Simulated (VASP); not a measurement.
# KI (Pm-3m) in VASP: a series of runs

Aim: see how the results for KI move with the level of theory and the settings. Levels: PBE-based screened hybrid, PBE, PBE+D4, PBEsol. Tasks: single point.

Program: VASP 6.6.1. These are calculated values, not measurements. Logs are shortened: lines on timing, memory, paths and dates and some standing lists are left out, and cuts for length are marked.

## 1. The cell of the first run

The structure is cubic, space group Pm-3m (No. 221). Conventional cell: a = 4.291 Å, b = 4.291 Å, c = 4.291 Å, α = 90.00°, β = 90.00°, γ = 90.00°. I (site symmetry m-3m) has 8 K at 3.72 Å and 6 I at 4.29 Å within 4.9 Å. Within 4.9 Å of K (site symmetry m-3m) lie 8 I at 3.72 Å and 6 K at 4.29 Å.

## 2. Single point, PBE-based screened hybrid

Input file POSCAR:

```
KI
1.0
    4.2911966600      0.0000000000      0.0000000000
    0.0000000000      4.2911966600      0.0000000000
    0.0000000000      0.0000000000      4.2911966600
I K
1 1
Direct
    0.5000000000      0.5000000000      0.5000000000
    0.0000000000      0.0000000000      0.0000000000
```

Input file INCAR.step1:

```
PREC = Accurate
ENCUT = 520
EDIFF = 1E-5
ISMEAR = -1
SIGMA = 0.05
LREAL = False
LASPH = True
NELM = 80
ALGO = Normal
ISIF = 2
LWAVE = True
LCHARG = False
NBANDS = 15
GGA = PE
```

Input file INCAR.step2:

```
PREC = Accurate
ENCUT = 520
EDIFF = 1E-6
ISMEAR = -1
SIGMA = 0.05
LREAL = False
LASPH = True
NELM = 80
ALGO = Normal
ISIF = 2
LWAVE = False
LCHARG = False
GGA = PE
LHFCALC = True
AEXX = 0.5
HFSCREEN = 0.2
PRECFOCK = Normal
NBANDS = 15
ISTART = 1
```

Input file KPOINTS:

```
regular mesh
0
Gamma
  3 3 3
```

Potentials or basis: VASP PAW PBE potentials, release 64 (I, K_sv).

The run is started by

```sh
cat potpaw_PBE.64/I/POTCAR potpaw_PBE.64/K_sv/POTCAR > POTCAR
cp INCAR.step1 INCAR
mpirun -np 1 vasp_std > vasp.out
cp INCAR.step2 INCAR
mpirun -np 1 vasp_std > vasp.out
```

OUTCAR:

```text
PREC = Accurate
   ENCUT = 520
   EDIFF = 1E-6
   ISMEAR = -1
   LREAL = False
   LASPH = True
   NELM = 80
   ISIF = 2
   GGA = PE
   LHFCALC = True
   AEXX = 0.5
   HFSCREEN = 0.2
   PRECFOCK = Normal
   ISTART = 1

 ion  position               nearest neighbor table
   1  0.500  0.500  0.500-
   2  0.000  0.000  0.000-

  LATTYP: Found a simple cubic cell.
 ALAT       =     4.2911966600

  Lattice vectors:

 A1 = (   4.2911966600,   0.0000000000,   0.0000000000)
 A2 = (   0.0000000000,   4.2911966600,   0.0000000000)
 A3 = (   0.0000000000,   0.0000000000,   4.2911966600)

Analysis of symmetry for initial positions (statically):
=====================================================================
 Subroutine PRICEL returns:
 Original cell was already a primitive cell.

 Routine SETGRP: Setting up the symmetry group for a
 simple cubic supercell.

 Subroutine GETGRP returns: Found 48 space group operations
 (whereof 48 operations were pure point group operations)
 out of a pool of 48 trial point group operations.

The static configuration has the point symmetry O_h .

Analysis of symmetry for dynamics (positions and initial velocities):
=====================================================================
 Subroutine PRICEL returns:
 Original cell was already a primitive cell.

 Routine SETGRP: Setting up the symmetry group for a
 simple cubic supercell.

 Subroutine GETGRP returns: Found 48 space group operations
 (whereof 48 operations were pure point group operations)
 out of a pool of 48 trial point group operations.

The dynamic configuration has the point symmetry O_h .

 Subroutine INISYM returns: Found 48 space group operations
 (whereof 48 operations are pure point group operations),
 and found     1 'primitive' translations

----------------------------------------------------------------------------------------

                                     Primitive cell

  volume of cell :      79.0197

  direct lattice vectors                    reciprocal lattice vectors
     4.291196660  0.000000000  0.000000000     0.233035230  0.000000000  0.000000000
     0.000000000  4.291196660  0.000000000     0.000000000  0.233035230  0.000000000
     0.000000000  0.000000000  4.291196660     0.000000000  0.000000000  0.233035230

  length of vectors
     4.291196660  4.291196660  4.291196660     0.233035230  0.233035230  0.233035230

  position of ions in fractional coordinates (direct lattice)
     0.500000000  0.500000000  0.500000000
     0.000000000  0.000000000  0.000000000

  ion indices of the primitive-cell ions
   primitive index   ion index
                 1           1
                 2           2

----------------------------------------------------------------------------------------

 KPOINTS: regular mesh

Automatic generation of k-mesh.
 Grid dimensions read from file:
 generate k-points for:    3    3    3

 Generating k-lattice:

  Cartesian coordinates                     Fractional coordinates (reciprocal lattice)
     0.077678410  0.000000000  0.000000000     0.333333333  0.000000000  0.000000000
     0.000000000  0.077678410  0.000000000     0.000000000  0.333333333  0.000000000
     0.000000000  0.000000000  0.077678410     0.000000000  0.000000000  0.333333333

  Length of vectors
     0.077678410  0.077678410  0.077678410

  Shift w.r.t. Gamma in fractional coordinates (k-lattice)
     0.000000000  0.000000000  0.000000000

 Subroutine IBZKPT returns following result:
 ===========================================

 Found      4 irreducible k-points:

 Following reciprocal coordinates:
            Coordinates               Weight
  0.000000  0.000000  0.000000      1.000000
  0.333333  0.000000  0.000000      6.000000
  0.333333  0.333333  0.000000     12.000000
  0.333333  0.333333  0.333333      8.000000
   k-points           NKPTS =      4   k-points in BZ     NKDIM =     27   number of bands    NBANDS=     15
   number of dos      NEDOS =    301   number of ions     NIONS =      2
   total plane-waves  NPLWV =  32768
   dimension x,y,z NGX =    32 NGY =   32 NGZ =   32
   dimension x,y,z NGXF=    64 NGYF=   64 NGZF=   64
   ions per type =               1   1
   NGX,Y,Z   is equivalent  to a cutoff of  12.40, 12.40, 12.40 a.u.
   NGXF,Y,Z  is equivalent  to a cutoff of  24.79, 24.79, 24.79 a.u.
 SYSTEM =  unknown system
   PREC   = accura    normal or accurate (medium, high low for compatibility)
   ISTART =      1    job   : 0-new  1-cont  2-samecut
   ICHARG =      0    charge: 1-file 2-atom 10-const
   ISPIN  =      1    spin polarized calculation?
   LNONCOLLINEAR =      F non collinear calculations
   LSORBIT =      F    spin-orbit coupling
   LASPH  =      T    aspherical Exc in radial PAW
   ENCUT  =  520.0 eV  38.22 Ry    6.18 a.u.   7.98  7.98  7.98*2*pi/ulx,y,z
   NELM   =     80;   NELMIN=  2; NELMDL=  0     # of ELM steps
   EDIFF  = 0.1E-05   stopping-criterion for ELM
   LREAL  =      F    real-space projection
   EDIFFG = 0.1E-04   stopping-criterion for IOM
   NSW    =      0    number of steps for IOM
   IBRION =     -1    ionic relax: 0-MD 1-quasi-New 2-CG
   NFREE  =      0    steps in history (QN), initial steepest desc. (CG)
   ISIF   =      2    stress and relaxation
   ISYM   =      3    0-nonsym 1-usesym 2-fastsym
   POTIM  = 0.5000    time-step for ionic-motion
   TEBEG  =    0.0;   TEEND  =   0.0 temperature during run
   PSTRESS=    0.0 pullay stress
   NELECT =      16.0000    total number of electrons
   NUPDOWN=      -1.0000    fix difference up-down
   EMIN   =  10.00;   EMAX   =-10.00  energy-range for DOS
   EFERMI =   0.00;   METHOD = LEGACY
   ISMEAR =    -1;   SIGMA  =   0.05  broadening in eV -4-tet -1-fermi 0-gaus
   EFERMI_NEDOS =   21; number of points for ismear=-14 and -15
   IALGO  =     38    algorithm
   IMIX   =      1    mixing-type and parameters
     AMIX     =   0.40;   BMIX     =  1.00
     AMIX_MAG =   1.60;   BMIX_MAG =  1.00
  volume/ion in A,a.u.               =      39.51       266.63
  Fermi-wavevector in a.u.,A,eV,Ry     =   0.961324  1.816639 12.573738  0.924144
  Thomas-Fermi vector in A             =   2.090686
   LORBIT       =      0    0 simple, 1 ext, 2 COOP (PROOUT), +10 PAW based schemes
   GGA     = PE    functional components
   LHFCALC =     T    Hartree Fock is set to
   PRECFOCK=normal    Normal, Fast or Accurate (Low or Medium for compatibility)
   ENCUT4O =  -1.0   cutoff for four orbital integrals eV
   NKREDX  =     1    reduce k-point grid by
   NKREDY  =     1    reduce k-point grid by
   NKREDZ  =     1    reduce k-point grid by
   AEXX    =    0.5000 exact exchange contribution
   HFSCREEN=    0.2000 screening length (either q_TF or 0.3 A-1)
   HFSCREENC=   0.2000 screening length for correlation (either q_TF or 0.3 A-1)
   ENCUTFOCK=  -1.0 apply spherical cutoff to Coloumb kernel
   IVDW    =     0    specifies the selected vdW correction
   LEPSILON=     F    determine dielectric tensor
   LRPA    =     F    only Hartree local field effects (RPA)
 non-spin polarized calculation
  energy-cutoff  :      520.00
  volume of cell :       79.02
 maximum number of plane-waves:      2135
 NGX is ok and might be reduce to    32
  NGX = 24; NGY = 24; NGZ = 24

 number of electron      16.0000003 magnetization

 Free energy of the ion-electron system (eV)
  ---------------------------------------------------
  ext. energy  EPLUGINS =         0.00000000
  ---------------------------------------------------
  free energy    TOTEN  =        -7.18531384 eV

  energy without entropy =       -7.18531384  energy(sigma->0) =       -7.18531384

 E-fermi :   0.5973     XC(G=0):  -5.1973

 val. band max:       -0.6732610299   @ k =   0.3333   0.3333   0.0000
 cond. band min:       4.8603722925   @ k =   0.0000   0.0000   0.0000
 fundamental gap:      5.5336333223
 Fermi energy:         0.5972598397

 k-point     1 :       0.0000    0.0000    0.0000
  band No.  band energies     occupation
      1     -34.6730      2.00000
      2     -15.4143      2.00000
      3     -15.4143      2.00000
      4     -15.4143      2.00000
      5     -13.5437      2.00000
      6      -0.9442      2.00000
      7      -0.9442      2.00000
      8      -0.9442      2.00000
      9       4.8604      0.00000
     10       6.3675      0.00000
     11       6.3675      0.00000
     12      10.7712      0.00000
     13      10.7712      0.00000
     14      10.7712      0.00000
     15      12.8601      0.00000

 k-point     2 :       0.3333    0.0000    0.0000
  band No.  band energies     occupation
      1     -34.6693      2.00000
      2     -15.5561      2.00000
      3     -15.4042      2.00000
      4     -15.4042      2.00000
      5     -13.2592      2.00000
      6      -2.6534      2.00000
      7      -0.8630      2.00000
      8      -0.8630      2.00000
      9       6.4269      0.00000
     10       7.2589      0.00000
     11       8.5536      0.00000
     12       9.9133      0.00000
     13      10.4170      0.00000
     14      10.4170      0.00000
     15      11.3012      0.00000

 k-point     3 :       0.3333    0.3333    0.0000
  band No.  band energies     occupation
      1     -34.6658      2.00000
      2     -15.5122      2.00000
      3     -15.4777      2.00000
      4     -15.3971      2.00000
      5     -13.1570      2.00000
      6      -2.3678      2.00000
      7      -2.1798      2.00000
      8      -0.6733      2.00000
      9       6.3706      0.00000
     10       7.3169      0.00000
     11       9.1407      0.00000
     12       9.6269      0.00000
     13       9.7643      0.00000
     14      10.0956      0.00000
     15      11.2839      0.00000

 k-point     4 :       0.3333    0.3333    0.3333
  band No.  band energies     occupation
      1     -34.6623      2.00000
      2     -15.4816      2.00000
      3     -15.4620      2.00000
      4     -15.4620      2.00000
      5     -13.0349      2.00000
      6      -2.1003      2.00000
      7      -2.0975      2.00000
      8      -2.0975      2.00000
      9       6.9687      0.00000
     10       7.5346      0.00000
     11       7.5346      0.00000
     12       9.7548      0.00000
     13      10.7221      0.00000
     14      10.7221      0.00000
     15      12.8075      0.00000

------------------------ aborting loop because EDIFF is reached ----------------------------------------

  FORCE on cell =-STRESS in cart. coord.  units (eV):
  Direction    XX          YY          ZZ          XY          YZ          ZX
  --------------------------------------------------------------------------------------
  -------------------------------------------------------------------------------------
  Total        0.0954821      0.0954821      0.0954821     -0.0000000     -0.0000000     -0.0000000
  in kB        1.9359640      1.9359640      1.9359640     -0.0000000     -0.0000000     -0.0000000
  external PRESSURE =       1.9359640 kB  Pullay stress =       0.0000000 kB

 VOLUME and BASIS-vectors are now :
 -----------------------------------------------------------------------------
  energy-cutoff  :      520.00
  volume of cell :       79.02
      direct lattice vectors                 reciprocal lattice vectors
     4.291196660  0.000000000  0.000000000     0.233035230  0.000000000  0.000000000
     0.000000000  4.291196660  0.000000000     0.000000000  0.233035230  0.000000000
     0.000000000  0.000000000  4.291196660     0.000000000  0.000000000  0.233035230

 POSITION                                       TOTAL-FORCE (eV/Angst)
 -----------------------------------------------------------------------------------
      2.14560      2.14560      2.14560         0.000000      0.000000      0.000000
      0.00000      0.00000      0.00000         0.000000      0.000000      0.000000
 -----------------------------------------------------------------------------------
    total drift:                               -0.000001     -0.000001      0.000000

  FREE ENERGIE OF THE ION-ELECTRON SYSTEM (eV)
  ---------------------------------------------------
  free  energy   TOTEN  =        -7.1853138446 eV

  energy  without entropy=       -7.1853138445  energy(sigma->0) =       -7.18531384
```

Run time: 76 s. Hardware: 1 thread of Intel Xeon Platinum 8375C at 2.90GHz (Ice Lake), shared host; peak memory 0.28 GiB.

What came out:

| Quantity | Value |
| --- | --- |
| Free energy | -7.1853 eV |
| Pressure | 0.2 GPa |
| Band gap on the k mesh | 5.53 eV, indirect (least direct gap 5.80 eV) |

Caveat: the k points lie up to 0.49 Å⁻¹ apart; the PAW data sets were made with another functional, which shifts forces and pressure a little; spin-orbit coupling is left out, which moves the levels of the heavy elements. A k mesh can miss the band edges.

## 3. Single point, PBE

Input file INCAR:

```
SYSTEM = KI
PREC     = Accurate       ! precision mode
ENCUT    = 520            ! plane-wave cutoff, eV
EDIFF    = 1E-7           ! SCF threshold, eV
ISMEAR   = 0              ! smearing method
SIGMA    = 0.05           ! smearing width, eV
LREAL    = .FALSE.        ! projectors in reciprocal space
LASPH    = .TRUE.         ! aspherical terms in the spheres
NELM     = 80             ! most SCF steps
ALGO     = Normal         ! electronic algorithm
ISIF     = 2              ! what is computed and relaxed
LWAVE    = .FALSE.        ! write WAVECAR
LCHARG   = .FALSE.        ! write CHGCAR
GGA      = PE             ! functional
NBANDS   = 15             ! bands
```

Input file KPOINTS:

```
regular mesh
0
G
  6 6 6
  0 0 0
```

POSCAR is that of step 2.

Potentials or basis: VASP PAW PBE potentials, release 64 (I, K_sv).

The run is started by

```sh
cat potpaw_PBE.64/I/POTCAR potpaw_PBE.64/K_sv/POTCAR > POTCAR
mpirun -np 1 vasp_std > vasp.out
```

Run time: 34 s. Hardware: 1 thread of Intel Xeon 6975P-C, shared host; peak memory 0.19 GiB.

The run converged. Its results:

```
Free energy            : -5.4209 eV
Pressure               : 0.5 GPa
Band gap on the k mesh : 3.33 eV, indirect (least direct gap 3.69 eV)
```

Levels at points of the mesh, in eV from the valence-band top:
| k point | band 4 | band 5 | band 6 | band 7 | band 8 | band 9 | band 10 | band 11 | band 12 | band 13 |
| --- | --- | --- | --- | --- | --- | --- | --- | --- | --- | --- |
| (0.00, 0.00, 0.00) | -12.83 | -11.16 | -0.36 | -0.36 | -0.36 | 3.33 | 4.76 | 4.76 | 8.39 | 8.39 |
| (0.50, 0.00, 0.00) | -12.82 | -10.86 | -2.29 | -0.29 | -0.29 | 5.48 | 6.18 | 7.05 | 7.05 | 8.67 |
| (0.50, 0.50, 0.00) | -12.81 | -10.81 | -1.71 | -1.71 | 0.00 | 3.92 | 5.70 | 6.79 | 6.79 | 9.06 |
| (0.50, 0.50, 0.50) | -12.90 | -10.64 | -1.66 | -1.66 | -1.66 | 5.63 | 5.63 | 5.63 | 8.84 | 8.84 |

Caveat: spin-orbit coupling is left out, which moves the levels of the heavy elements. Expect the measured gap to be larger: semilocal functionals such as PBE lack the derivative discontinuity.

## 4. Single point, PBE+D4

Input file INCAR:

```
ALGO     = Normal         # electronic algorithm
EDIFF    = 1E-6           # SCF threshold, eV
ENCUT    = 520            # plane-wave cutoff, eV
GGA      = PE             # functional
ISIF     = 2              # what is computed and relaxed
ISMEAR   = -1             # smearing method
IVDW     = 13             # dispersion correction
LASPH    = True           # aspherical terms in the spheres
LCHARG   = False          # write CHGCAR
LREAL    = False          # projectors in reciprocal space
LWAVE    = False          # write WAVECAR
NBANDS   = 15             # bands
NELM     = 80             # most SCF steps
PREC     = Accurate       # precision mode
SIGMA    = 0.05           # smearing width, eV
```

Input file KPOINTS:

```
k-points
0
Gamma
  6 6 6
```

POSCAR is that of step 3.

The run is started by

```sh
cat potpaw_PBE.64/I/POTCAR potpaw_PBE.64/K_sv/POTCAR > POTCAR
mpirun -np 1 vasp_std > vasp.out
```

Wall time 27 s (1 thread of Intel Xeon 6975P-C, shared host); peak memory 0.19 GiB.

It converged, with:

```
Free energy                : -5.7747 eV
Pressure                   : -0.2 GPa
Band gap on the k mesh     : 3.33 eV, indirect (least direct gap 3.69 eV)
Dispersion energy per atom : -0.177 eV
```

Levels at points of the mesh, in eV from the valence-band top:
| k point | band 6 | band 7 | band 8 | band 9 | band 10 | band 11 |
| --- | --- | --- | --- | --- | --- | --- |
| (0.00, 0.00, 0.00) | -0.36 | -0.36 | -0.36 | 3.33 | 4.76 | 4.76 |
| (0.50, 0.00, 0.00) | -2.29 | -0.29 | -0.29 | 5.48 | 6.18 | 7.05 |
| (0.50, 0.50, 0.00) | -1.71 | -1.71 | 0.00 | 3.92 | 5.70 | 6.80 |
| (0.50, 0.50, 0.50) | -1.66 | -1.66 | -1.66 | 5.63 | 5.63 | 5.63 |

Caveat: spin-orbit coupling is left out, which moves the levels of the heavy elements. A k mesh can miss the band edges.

(Continued in part 2 of 2.)
